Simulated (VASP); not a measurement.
# Fe (Im-3m) in VASP: a series of runs

Aim: see how the results for Fe move with the level of theory and the settings. Levels: PBE, b88 exchange, pbe correlation. Tasks: single point.

Program: VASP 6.6.1. These are calculated values, not measurements. Logs are shortened: lines on timing, memory, paths and dates and some standing lists are left out, and cuts for length are marked.

**1. The cell of the first run**

It takes space group Im-3m (No. 229, cubic). The conventional cell has a = 2.886 Å, b = 2.886 Å, c = 2.886 Å, α = 90.00°, β = 90.00°, γ = 90.00°. Fe (site symmetry m-3m) has 14 Fe at 2.50 to 2.89 Å within 3.3 Å.

**2. Single point, PBE, collinear spin, ferromagnetic start**

INCAR

```
SYSTEM = Fe
PREC = Accurate
ENCUT = 690
EDIFF = 1E-6
ISMEAR = 0
SIGMA = 0.017
LREAL = .FALSE.
LASPH = .TRUE.
NELM = 200
ALGO = Normal
ISIF = 2
LWAVE = .FALSE.
LCHARG = .FALSE.
ISPIN = 2
MAGMOM = 3
LORBIT = 11
LMAXMIX = 4
GGA = PE
NBANDS = 18
GGA_COMPAT = .FALSE.
```

KPOINTS

```
Automatic mesh
0
G
  13 13 13
  0 0 0
```

POSCAR

```
Fe
1.0
   -1.4430000000      1.4430000000      1.4430000000
    1.4430000000     -1.4430000000      1.4430000000
    1.4430000000      1.4430000000     -1.4430000000
Fe
1
Direct
    0.0000000000      0.0000000000      0.0000000000
```

Potentials or basis: VASP PAW PBE potentials, release 64 (Fe_sv).

On the command line:

```bash
$ cat potpaw_PBE.64/Fe_sv/POTCAR > POTCAR
$ mpirun -np 1 vasp_std > vasp.out
```

OUTCAR:

```text
SYSTEM = Fe
   PREC = Accurate
   ENCUT = 690
   EDIFF = 1E-6
   ISMEAR = 0
   LREAL = .FALSE.
   LASPH = .TRUE.
   NELM = 200
   ISIF = 2
   ISPIN = 2
   LORBIT = 11
   GGA = PE

 ion  position               nearest neighbor table
   1  0.000  0.000  0.000-

  LATTYP: Found a body centered cubic cell.
 ALAT       =     2.8860000000

  Lattice vectors:

 A1 = (  -1.4430000000,   1.4430000000,   1.4430000000)
 A2 = (   1.4430000000,  -1.4430000000,   1.4430000000)
 A3 = (   1.4430000000,   1.4430000000,  -1.4430000000)

Analysis of symmetry for initial positions (statically):
=====================================================================
 Subroutine PRICEL returns:
 Original cell was already a primitive cell.

 Routine SETGRP: Setting up the symmetry group for a
 body centered cubic supercell.

 Subroutine GETGRP returns: Found 48 space group operations
 (whereof 48 operations were pure point group operations)
 out of a pool of 48 trial point group operations.

The static configuration has the point symmetry O_h .

Analysis of symmetry for dynamics (positions and initial velocities):
=====================================================================
 Subroutine PRICEL returns:
 Original cell was already a primitive cell.

 Routine SETGRP: Setting up the symmetry group for a
 body centered cubic supercell.

 Subroutine GETGRP returns: Found 48 space group operations
 (whereof 48 operations were pure point group operations)
 out of a pool of 48 trial point group operations.

The dynamic configuration has the point symmetry O_h .

Analysis of structural, dynamic, and magnetic symmetry:
=====================================================================
 Subroutine PRICEL returns:
 Original cell was already a primitive cell.

 Routine SETGRP: Setting up the symmetry group for a
 body centered cubic supercell.

 Subroutine GETGRP returns: Found 48 space group operations
 (whereof 48 operations were pure point group operations)
 out of a pool of 48 trial point group operations.

The overall configuration has the point symmetry O_h .

 Subroutine INISYM returns: Found 48 space group operations
 (whereof 48 operations are pure point group operations),
 and found     1 'primitive' translations

----------------------------------------------------------------------------------------

                                     Primitive cell

  volume of cell :      12.0187

  direct lattice vectors                    reciprocal lattice vectors
    -1.443000000  1.443000000  1.443000000     0.000000000  0.346500347  0.346500347
     1.443000000 -1.443000000  1.443000000     0.346500347  0.000000000  0.346500347
     1.443000000  1.443000000 -1.443000000     0.346500347  0.346500347  0.000000000

  length of vectors
     2.499349315  2.499349315  2.499349315     0.490025489  0.490025489  0.490025489

  position of ions in fractional coordinates (direct lattice)
     0.000000000  0.000000000  0.000000000

  ion indices of the primitive-cell ions
   primitive index   ion index
                 1           1

----------------------------------------------------------------------------------------

 KPOINTS: Automatic mesh

Automatic generation of k-mesh.
 Grid dimensions read from file:
 generate k-points for:   13   13   13

 Generating k-lattice:

  Cartesian coordinates                     Fractional coordinates (reciprocal lattice)
     0.000000000  0.026653873  0.026653873     0.076923077  0.000000000  0.000000000
     0.026653873  0.000000000  0.026653873     0.000000000  0.076923077  0.000000000
     0.026653873  0.026653873  0.000000000     0.000000000  0.000000000  0.076923077

  Length of vectors
     0.037694268  0.037694268  0.037694268

  Shift w.r.t. Gamma in fractional coordinates (k-lattice)
     0.000000000  0.000000000  0.000000000

 Subroutine IBZKPT returns following result:
 ===========================================

 Found     84 irreducible k-points:

 Following reciprocal coordinates:
            Coordinates               Weight
  0.000000  0.000000  0.000000      1.000000
  0.076923  0.000000  0.000000     12.000000
  0.153846  0.000000  0.000000     12.000000
  0.230769  0.000000  0.000000     12.000000
  0.307692  0.000000  0.000000     12.000000
  0.384615  0.000000  0.000000     12.000000
[... 16 lines left out ...]
  0.153846  0.076923  0.076923     24.000000
  0.230769  0.076923  0.076923     24.000000
 [... further k-points ...]
   k-points           NKPTS =     84   k-points in BZ     NKDIM =     84   number of bands    NBANDS=     18
   number of dos      NEDOS =    301   number of ions     NIONS =      1
   total plane-waves  NPLWV =  13824
   dimension x,y,z NGX =    24 NGY =   24 NGZ =   24
   dimension x,y,z NGXF=    48 NGYF=   48 NGZF=   48
   ions per type =               1
   NGX,Y,Z   is equivalent  to a cutoff of  15.96, 15.96, 15.96 a.u.
   NGXF,Y,Z  is equivalent  to a cutoff of  31.93, 31.93, 31.93 a.u.
 SYSTEM =  Fe
   PREC   = accura    normal or accurate (medium, high low for compatibility)
   ISTART =      0    job   : 0-new  1-cont  2-samecut
   ICHARG =      2    charge: 1-file 2-atom 10-const
   ISPIN  =      2    spin polarized calculation?
   LNONCOLLINEAR =      F non collinear calculations
   LSORBIT =      F    spin-orbit coupling
   LASPH  =      T    aspherical Exc in radial PAW
   ENCUT  =  690.0 eV  50.71 Ry    7.12 a.u.   5.35  5.35  5.35*2*pi/ulx,y,z
   NELM   =    200;   NELMIN=  2; NELMDL= -5     # of ELM steps
   EDIFF  = 0.1E-05   stopping-criterion for ELM
   LREAL  =      F    real-space projection
   EDIFFG = 0.1E-04   stopping-criterion for IOM
   NSW    =      0    number of steps for IOM
   IBRION =     -1    ionic relax: 0-MD 1-quasi-New 2-CG
   NFREE  =      0    steps in history (QN), initial steepest desc. (CG)
   ISIF   =      2    stress and relaxation
   ISYM   =      2    0-nonsym 1-usesym 2-fastsym
   POTIM  = 0.5000    time-step for ionic-motion
   TEBEG  =    0.0;   TEEND  =   0.0 temperature during run
   PSTRESS=    0.0 pullay stress
   NELECT =      16.0000    total number of electrons
   NUPDOWN=      -1.0000    fix difference up-down
   EMIN   =  10.00;   EMAX   =-10.00  energy-range for DOS
   EFERMI =   0.00;   METHOD = LEGACY
   ISMEAR =     0;   SIGMA  =   0.02  broadening in eV -4-tet -1-fermi 0-gaus
   EFERMI_NEDOS =   21; number of points for ismear=-14 and -15
   IALGO  =     38    algorithm
   IMIX   =      4    mixing-type and parameters
     AMIX     =   0.40;   BMIX     =  1.00
     AMIX_MAG =   1.60;   BMIX_MAG =  1.00
  volume/ion in A,a.u.               =      12.02        81.11
  Fermi-wavevector in a.u.,A,eV,Ry     =   1.800923  3.403251 44.128101  3.243324
  Thomas-Fermi vector in A             =   2.861551
   LORBIT       =     11    0 simple, 1 ext, 2 COOP (PROOUT), +10 PAW based schemes
   GGA     = PE    functional components
   LHFCALC =     F    Hartree Fock is set to
   AEXX    =    0.0000 exact exchange contribution
   IVDW    =     0    specifies the selected vdW correction
   LEPSILON=     F    determine dielectric tensor
   LRPA    =     F    only Hartree local field effects (RPA)
 spin polarized calculation
 Gauss-broadening in eV      SIGMA  =   0.02
  energy-cutoff  :      690.00
  volume of cell :       12.02
 maximum number of plane-waves:       531
 NGX is ok and might be reduce to    24
   NGX = 11   NGY = 11   NGZ = 11

 number of electron      15.9999991 magnetization       2.2541620

 Free energy of the ion-electron system (eV)
  ---------------------------------------------------
  ext. energy  EPLUGINS =         0.00000000
  ---------------------------------------------------
  free energy    TOTEN  =        -8.33056981 eV

  energy without entropy =       -8.33037734  energy(sigma->0) =       -8.33047357

 E-fermi :  11.1779     XC(G=0): -13.3756

 val. band max:       11.1674720814   @ k =  -0.4615  -0.4615   0.3846
 cond. band min:      11.1795495362   @ k =   0.3077   0.0769  -0.0000
 fundamental gap:      0.0120774548
 Fermi energy:        11.1778719399

 spin component 1

 k-point     1 :       0.0000    0.0000    0.0000
  band No.  band energies     occupation
      1     -76.8425      1.00000
      2     -42.6742      1.00000
      3     -42.6742      1.00000
      4     -42.6742      1.00000
      5       3.0463      1.00000
      6       9.0097      1.00000
[... 10 lines left out ...]
     17      42.1618      0.00000
     18      42.1618      0.00000

 k-point     2 :       0.0769    0.0000    0.0000
  band No.  band energies     occupation
      1     -76.8390      1.00000
      2     -42.6934      1.00000
      3     -42.6805      1.00000
      4     -42.6737      1.00000
      5       3.2796      1.00000
      6       8.9487      1.00000
[... 10 lines left out ...]
     17      41.2742      0.00000
     18      42.7681      0.00000

 k-point     3 :       0.1538    0.0000    0.0000
  band No.  band energies     occupation
      1     -76.8292      1.00000
      2     -42.7478      1.00000
      3     -42.6987      1.00000
      4     -42.6737      1.00000
      5       3.9524      1.00000
      6       8.7822      1.00000
[... 10 lines left out ...]
     17      42.6570      0.00000
     18      44.4418      0.00000

 k-point     4 :       0.2308    0.0000    0.0000
  band No.  band energies     occupation
      1     -76.8154      1.00000
      2     -42.8240      1.00000
      3     -42.7244      1.00000
      4     -42.6735      1.00000
      5       4.9542      1.00000
      6       8.5538      1.00000
[... 375 lines left out ...]
      4     -42.6882      1.00000
      5       4.3823      1.00000
      6       8.7139      1.00000
[... 10 lines left out ...]
     17      42.0869      0.00000
     18      42.0869      0.00000

 k-point    23 :       0.1538    0.0769    0.0769
  band No.  band energies     occupation
      1     -76.8111      1.00000
      2     -42.8509      1.00000
      3     -42.7145      1.00000
      4     -42.6891      1.00000
      5       5.3565      1.00000
      6       8.4696      1.00000
[... 10 lines left out ...]
     17      43.6760      0.00000
     18      44.6631      0.00000

 k-point    24 :       0.2308    0.0769    0.0769
  band No.  band energies     occupation
      1     -76.7979      1.00000
      2     -42.9131      1.00000
      3     -42.7485      1.00000
      4     -42.6903      1.00000
      5       6.3537      1.00000
      6       8.2449      1.00000
[... 10 lines left out ...]
     17      44.6078      0.00000
     18      47.9115      0.00000

 [... further k-points ...]

 spin component 2

 k-point     1 :       0.0000    0.0000    0.0000
  band No.  band energies     occupation
      1     -74.1121      1.00000
      2     -39.9931      1.00000
      3     -39.9931      1.00000
      4     -39.9931      1.00000
      5       3.1814      1.00000
      6      10.9905      1.00000
[... 10 lines left out ...]
     17      42.8537      0.00000
     18      42.8538      0.00000

 k-point     2 :       0.0769    0.0000    0.0000
  band No.  band energies     occupation
      1     -74.1082      1.00000
      2     -40.0147      1.00000
      3     -40.0001      1.00000
      4     -39.9926      1.00000
      5       3.4161      1.00000
      6      10.9154      1.00000
[... 10 lines left out ...]
     17      41.5052      0.00000
     18      43.3830      0.00000

 k-point     3 :       0.1538    0.0000    0.0000
  band No.  band energies     occupation
      1     -74.0975      1.00000
      2     -40.0758      1.00000
      3     -40.0203      1.00000
      4     -39.9927      1.00000
      5       4.0979      1.00000
      6      10.7115      1.00000
[... 10 lines left out ...]
     17      42.9040      0.00000
     18      44.9016      0.00000

 k-point     4 :       0.2308    0.0000    0.0000
  band No.  band energies     occupation
      1     -74.0824      1.00000
      2     -40.1611      1.00000
      3     -40.0487      1.00000
      4     -39.9926      1.00000
      5       5.1488      1.00000
      6      10.4343      1.00000
[... 375 lines left out ...]
      4     -40.0088      1.00000
      5       4.5360      1.00000
      6      10.6256      1.00000
[... 10 lines left out ...]
     17      42.6934      0.00000
     18      42.6934      0.00000

 k-point    23 :       0.1538    0.0769    0.0769
  band No.  band energies     occupation
      1     -74.0776      1.00000
      2     -40.1910      1.00000
      3     -40.0380      1.00000
      4     -40.0099      1.00000
      5       5.5595      1.00000
      6      10.3239      1.00000
[... 10 lines left out ...]
     17      44.0347      0.00000
     18      45.2192      0.00000

 k-point    24 :       0.2308    0.0769    0.0769
  band No.  band energies     occupation
      1     -74.0631      1.00000
      2     -40.2605      1.00000
      3     -40.0756      1.00000
      4     -40.0114      1.00000
      5       6.7680      1.00000
      6      10.0425      1.00000
[... 10 lines left out ...]
     17      44.9000      0.00000
     18      48.3994      0.00000

 [... further k-points ...]

------------------------ aborting loop because EDIFF is reached ----------------------------------------

  FORCE on cell =-STRESS in cart. coord.  units (eV):
  Direction    XX          YY          ZZ          XY          YZ          ZX
  --------------------------------------------------------------------------------------
  -------------------------------------------------------------------------------------
  Total       -0.8226289     -0.8226289     -0.8226289     -0.0000000     -0.0000000      0.0000000
  in kB     -109.6618543   -109.6618543   -109.6618543     -0.0000000     -0.0000000      0.0000000
  external PRESSURE =    -109.6618543 kB  Pullay stress =       0.0000000 kB

 VOLUME and BASIS-vectors are now :
 -----------------------------------------------------------------------------
  energy-cutoff  :      690.00
  volume of cell :       12.02
      direct lattice vectors                 reciprocal lattice vectors
    -1.443000000  1.443000000  1.443000000     0.000000000  0.346500347  0.346500347
     1.443000000 -1.443000000  1.443000000     0.346500347  0.000000000  0.346500347
     1.443000000  1.443000000 -1.443000000     0.346500347  0.346500347  0.000000000

 POSITION                                       TOTAL-FORCE (eV/Angst)
 -----------------------------------------------------------------------------------
      0.00000      0.00000      0.00000        -0.000000      0.000000     -0.000000
 -----------------------------------------------------------------------------------
    total drift:                                0.000000      0.000000     -0.000000

  FREE ENERGIE OF THE ION-ELECTRON SYSTEM (eV)
  ---------------------------------------------------
  free  energy   TOTEN  =        -8.3305698075 eV

  energy  without entropy=       -8.3303773379  energy(sigma->0) =       -8.33047357

 total charge

# of ion       s       p       d       tot
------------------------------------------
    1        2.178   6.028   5.509  13.715

 magnetization (x)

# of ion       s       p       d       tot
------------------------------------------
    1       -0.001  -0.008   2.280   2.271
```

Run time: 17 s. Hardware: 1 thread of Intel Xeon 6975P-C (Granite Rapids), shared host; peak memory 0.17 GiB.

What came out:

```yaml
Free_energy: -8.3306 eV
Pressure: -11.0 GPa
Net_moment: 2.25 μB per cell
Site_moments: Fe +2.27 μB
Valence_electrons_inside_the_program's_atomic_spheres: Fe 13.71
```

Caveat: the cell stands under tension.

[end of part 1 of 2]
